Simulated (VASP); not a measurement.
# GaAs (F-43m) in VASP: settings compared

Aim: see how the results for GaAs move with the level of theory and the settings. Levels: PBE, PBE+U, r2SCAN, PBE+D3(BJ). Tasks: single point.

Program: VASP 6.6.1. These are calculated values, not measurements. Logs are shortened: lines on timing, memory, paths and dates and some standing lists are left out, and cuts for length are marked.

## Step 1: The cell of the first run

Symmetry: F-43m, No. 216, cubic system. The conventional cell has a = 5.750 Å, b = 5.750 Å, c = 5.750 Å, α = 90.00°, β = 90.00°, γ = 90.00°. Ga (site symmetry -43m) has 4 As at 2.49 Å within 3.3 Å. As (site symmetry -43m) has 4 Ga at 2.49 Å within 3.3 Å.

## Step 2: Single point, PBE

INCAR reads:

```
SYSTEM = GaAs
  ALGO = Normal
  EDIFF = 1E-6
  ENCUT = 500
  GGA = PE
  GGA_COMPAT = .FALSE.
  ISIF = 2
  ISMEAR = 0
  ISYM = 0
  LASPH = .TRUE.
  LCHARG = .FALSE.
  LREAL = .FALSE.
  LWAVE = .FALSE.
  NBANDS = 16
  NELM = 120
  PREC = Accurate
  SIGMA = 0.1
```

KPOINTS reads:

```
k-points
0
G
  5 4 1
  0 0 0
```

POSCAR reads:

```
GaAs
1.0
    0.0000000000      2.8750910496      2.8750910496
    2.8750910496      0.0000000000      2.8750910496
    2.8750910496      2.8750910496      0.0000000000
Ga As
1 1
Direct
    0.0310000000      0.3380000000      0.3390000000
    0.2810000000      0.5880000000      0.5890000000
```

Potentials or basis: VASP PAW PBE potentials, release 64 (Ga_d, As).

Run with:

```
$ cat potpaw_PBE.64/Ga_d/POTCAR potpaw_PBE.64/As/POTCAR > POTCAR
$ mpirun -np 1 vasp_std > vasp.out
```

OUTCAR:

```text
SYSTEM = GaAs
   EDIFF = 1E-6
   ENCUT = 500
   GGA = PE
   ISIF = 2
   ISMEAR = 0
   ISYM = 0
   LASPH = .TRUE.
   LREAL = .FALSE.
   NELM = 120
   PREC = Accurate

 ion  position               nearest neighbor table
   1  0.031  0.338  0.339-   2 2.49   2 2.49   2 2.49   2 2.49
   2  0.281  0.588  0.589-   1 2.49   1 2.49   1 2.49   1 2.49

IMPORTANT INFORMATION: All symmetrisations will be switched off!
NOSYMM: (Re-)initialisation of all symmetry stuff for point group C_1.

----------------------------------------------------------------------------------------

                                     Primitive cell

  volume of cell :      47.5319

  direct lattice vectors                    reciprocal lattice vectors
     0.000000000  2.875091050  2.875091050    -0.173907536  0.173907536  0.173907536
     2.875091050  0.000000000  2.875091050     0.173907536 -0.173907536  0.173907536
     2.875091050  2.875091050  0.000000000     0.173907536  0.173907536 -0.173907536

  length of vectors
     4.065992755  4.065992755  4.065992755     0.301216688  0.301216688  0.301216688

  position of ions in fractional coordinates (direct lattice)
     0.031000000  0.338000000  0.339000000
     0.281000000  0.588000000  0.589000000

  ion indices of the primitive-cell ions
   primitive index   ion index
                 1           1
                 2           2

----------------------------------------------------------------------------------------

 KPOINTS: k-points

Automatic generation of k-mesh.
 Grid dimensions read from file:
 generate k-points for:    5    4    1

 Generating k-lattice:

  Cartesian coordinates                     Fractional coordinates (reciprocal lattice)
    -0.034781507  0.034781507  0.034781507     0.200000000  0.000000000  0.000000000
     0.043476884 -0.043476884  0.043476884     0.000000000  0.250000000  0.000000000
     0.173907536  0.173907536 -0.173907536     0.000000000  0.000000000  1.000000000

  Length of vectors
     0.060243338  0.075304172  0.301216688

  Shift w.r.t. Gamma in fractional coordinates (k-lattice)
     0.000000000  0.000000000  0.000000000

 -----------------------------------------------------------------------------
|                                                                             |
|           W    W    AA    RRRRR   N    N  II  N    N   GGGG   !!!           |
|           W    W   A  A   R    R  NN   N  II  NN   N  G    G  !!!           |
|           W    W  A    A  R    R  N N  N  II  N N  N  G       !!!           |
|           W WW W  AAAAAA  RRRRR   N  N N  II  N  N N  G  GGG   !            |
|           WW  WW  A    A  R   R   N   NN  II  N   NN  G    G                |
|           W    W  A    A  R    R  N    N  II  N    N   GGGG   !!!           |
|                                                                             |
|     Your reciprocal lattice and k-lattice belong to different lattice       |
|     classes:                                                                |
|                                                                             |
|        The reciprocal lattice is body-centered cubic,                       |
|        whereas your k-lattice is base-centered monoclinic.                  |
|                                                                             |
|     Results are often still useful ...                                      |
|                                                                             |
 -----------------------------------------------------------------------------

 WARNING: IBZKPT: internal override: KBLOWUP is changed to .FALSE.
      ... skipping the blow-up phase ...

 Subroutine IBZKPT returns following result:
 ===========================================

 Found     11 irreducible k-points:

 Following reciprocal coordinates:
            Coordinates               Weight
  0.000000  0.000000  0.000000      1.000000
  0.200000  0.000000  0.000000      2.000000
  0.400000  0.000000  0.000000      2.000000
  0.000000  0.250000  0.000000      2.000000
  0.200000  0.250000  0.000000      2.000000
  0.400000  0.250000  0.000000      2.000000
 -0.400000  0.250000  0.000000      2.000000
 -0.200000  0.250000  0.000000      2.000000
  0.000000  0.500000  0.000000      1.000000
  0.200000  0.500000  0.000000      2.000000
  0.400000  0.500000  0.000000      2.000000
   k-points           NKPTS =     11   k-points in BZ     NKDIM =     11   number of bands    NBANDS=     16
   number of dos      NEDOS =    301   number of ions     NIONS =      2
   total plane-waves  NPLWV =  27000
   dimension x,y,z NGX =    30 NGY =   30 NGZ =   30
   dimension x,y,z NGXF=    60 NGYF=   60 NGZF=   60
   ions per type =               1   1
   NGX,Y,Z   is equivalent  to a cutoff of  12.27, 12.27, 12.27 a.u.
   NGXF,Y,Z  is equivalent  to a cutoff of  24.53, 24.53, 24.53 a.u.
 SYSTEM =  GaAs
   PREC   = accura    normal or accurate (medium, high low for compatibility)
   ISTART =      0    job   : 0-new  1-cont  2-samecut
   ICHARG =      2    charge: 1-file 2-atom 10-const
   ISPIN  =      1    spin polarized calculation?
   LNONCOLLINEAR =      F non collinear calculations
   LSORBIT =      F    spin-orbit coupling
   LASPH  =      T    aspherical Exc in radial PAW
   ENCUT  =  500.0 eV  36.75 Ry    6.06 a.u.   7.41  7.41  7.41*2*pi/ulx,y,z
   NELM   =    120;   NELMIN=  2; NELMDL= -5     # of ELM steps
   EDIFF  = 0.1E-05   stopping-criterion for ELM
   LREAL  =      F    real-space projection
   EDIFFG = 0.1E-04   stopping-criterion for IOM
   NSW    =      0    number of steps for IOM
   IBRION =     -1    ionic relax: 0-MD 1-quasi-New 2-CG
   NFREE  =      0    steps in history (QN), initial steepest desc. (CG)
   ISIF   =      2    stress and relaxation
   ISYM   =      0    0-nonsym 1-usesym 2-fastsym
   POTIM  = 0.5000    time-step for ionic-motion
   TEBEG  =    0.0;   TEEND  =   0.0 temperature during run
   PSTRESS=    0.0 pullay stress
   NELECT =      18.0000    total number of electrons
   NUPDOWN=      -1.0000    fix difference up-down
   EMIN   =  10.00;   EMAX   =-10.00  energy-range for DOS
   EFERMI =   0.00;   METHOD = LEGACY
   ISMEAR =     0;   SIGMA  =   0.10  broadening in eV -4-tet -1-fermi 0-gaus
   EFERMI_NEDOS =   21; number of points for ismear=-14 and -15
   IALGO  =     38    algorithm
   IMIX   =      4    mixing-type and parameters
     AMIX     =   0.40;   BMIX     =  1.00
     AMIX_MAG =   1.60;   BMIX_MAG =  1.00
  volume/ion in A,a.u.               =      23.77       160.38
  Fermi-wavevector in a.u.,A,eV,Ry     =   1.184415  2.238221 19.086796  1.402840
  Thomas-Fermi vector in A             =   2.320630
   LORBIT       =      0    0 simple, 1 ext, 2 COOP (PROOUT), +10 PAW based schemes
   GGA     = PE    functional components
   LHFCALC =     F    Hartree Fock is set to
   AEXX    =    0.0000 exact exchange contribution
   IVDW    =     0    specifies the selected vdW correction
   LEPSILON=     F    determine dielectric tensor
   LRPA    =     F    only Hartree local field effects (RPA)
 non-spin polarized calculation
 Gauss-broadening in eV      SIGMA  =   0.10
  energy-cutoff  :      500.00
  volume of cell :       47.53
 maximum number of plane-waves:      1243
 NGX is ok and might be reduce to    30
   NGX = 15   NGY = 15   NGZ = 15

 number of electron      18.0000003 magnetization

 Free energy of the ion-electron system (eV)
  ---------------------------------------------------
  ext. energy  EPLUGINS =         0.00000000
  ---------------------------------------------------
  free energy    TOTEN  =        -5.57683485 eV

  energy without entropy =       -5.56943577  energy(sigma->0) =       -5.57313531

 E-fermi :   3.7901     XC(G=0):  -9.2331

 val. band max:        3.7283360216   @ k =   0.0000   0.0000   0.0000
 cond. band min:       3.8024387892   @ k =   0.0000   0.0000   0.0000
 fundamental gap:      0.0741027675
 Fermi energy:         3.7900563964

 k-point     1 :       0.0000    0.0000    0.0000
  band No.  band energies     occupation
      1     -11.2866      2.00000
      2     -11.2394      2.00000
      3     -11.2257      2.00000
      4     -11.1688      2.00000
      5     -11.1199      2.00000
      6      -8.6689      2.00000
[... 8 lines left out ...]
     15      13.5545      0.00000
     16      13.6347      0.00000

 k-point     2 :       0.2000    0.0000    0.0000
  band No.  band energies     occupation
      1     -11.2999      2.00000
      2     -11.2356      2.00000
      3     -11.2185      2.00000
      4     -11.1731      2.00000
      5     -11.1204      2.00000
      6      -8.2449      2.00000
[... 8 lines left out ...]
     15      12.4988      0.00000
     16      12.5913      0.00000

 k-point     3 :       0.4000    0.0000    0.0000
  band No.  band energies     occupation
      1     -11.3239      2.00000
      2     -11.2282      2.00000
      3     -11.2081      2.00000
      4     -11.1759      2.00000
      5     -11.1201      2.00000
      6      -7.2720      2.00000
[... 8 lines left out ...]
     15      13.9367      0.00000
     16      14.0172      0.00000

 k-point     4 :       0.0000    0.2500    0.0000
  band No.  band energies     occupation
      1     -11.3053      2.00000
      2     -11.2334      2.00000
      3     -11.2163      2.00000
      4     -11.1758      2.00000
      5     -11.1197      2.00000
      6      -8.0227      2.00000
[... 8 lines left out ...]
     15      12.4993      0.00000
     16      12.5932      0.00000
[... 77 lines left out ...]
 k-point     9 :       0.0000    0.5000    0.0000
  band No.  band energies     occupation
      1     -11.3264      2.00000
      2     -11.2266      2.00000
      3     -11.2082      2.00000
      4     -11.1784      2.00000
      5     -11.1181      2.00000
      6      -7.0263      2.00000
[... 8 lines left out ...]
     15      15.1783      0.00000
     16      15.2552      0.00000

 k-point    10 :       0.2000    0.5000    0.0000
  band No.  band energies     occupation
      1     -11.3120      2.00000
      2     -11.2354      2.00000
      3     -11.1999      2.00000
      4     -11.1940      2.00000
      5     -11.1155      2.00000
      6      -6.8410      2.00000
[... 8 lines left out ...]
     15      15.2464      0.00000
     16      15.3239      0.00000

 k-point    11 :       0.4000    0.5000    0.0000
  band No.  band energies     occupation
      1     -11.2922      2.00000
      2     -11.2470      2.00000
      3     -11.2180      2.00000
      4     -11.1874      2.00000
      5     -11.1101      2.00000
      6      -6.4075      2.00000
[... 8 lines left out ...]
     15      15.9377      0.00000
     16      16.0812      0.00000

------------------------ aborting loop because EDIFF is reached ----------------------------------------

  FORCE on cell =-STRESS in cart. coord.  units (eV):
  Direction    XX          YY          ZZ          XY          YZ          ZX
  --------------------------------------------------------------------------------------
  -------------------------------------------------------------------------------------
  Total        3.3439998      3.3442609      1.5884079      2.9878131     -0.0697923      0.0697253
  in kB      112.7176760    112.7264772     53.5411661    100.7115317     -2.3525193      2.3502624
  external PRESSURE =      92.9951064 kB  Pullay stress =       0.0000000 kB

 VOLUME and BASIS-vectors are now :
 -----------------------------------------------------------------------------
  energy-cutoff  :      500.00
  volume of cell :       47.53
      direct lattice vectors                 reciprocal lattice vectors
     0.000000000  2.875091050  2.875091050    -0.173907536  0.173907536  0.173907536
     2.875091050  0.000000000  2.875091050     0.173907536 -0.173907536  0.173907536
     2.875091050  2.875091050  0.000000000     0.173907536  0.173907536 -0.173907536

 POSITION                                       TOTAL-FORCE (eV/Angst)
 -----------------------------------------------------------------------------------
      1.94644      1.06378      1.06091         0.017124     -0.016984     -0.677647
      3.38398      2.50133      2.49845        -0.017124      0.016984      0.677647
 -----------------------------------------------------------------------------------
    total drift:                                0.000418     -0.000041      0.000141

  FREE ENERGIE OF THE ION-ELECTRON SYSTEM (eV)
  ---------------------------------------------------
  free  energy   TOTEN  =        -5.5768348473 eV

  energy  without entropy=       -5.5694357693  energy(sigma->0) =       -5.57313531
```

Run time: 7.3 s. Hardware: 1 thread of Intel Xeon 6975P-C (Granite Rapids), shared host; peak memory 0.15 GiB.

The run converged, but its numbers aren't listed here, since they failed a check.

Caveat: the k points lie up to 1.89 Å⁻¹ apart.

[end of part 1 of 2]
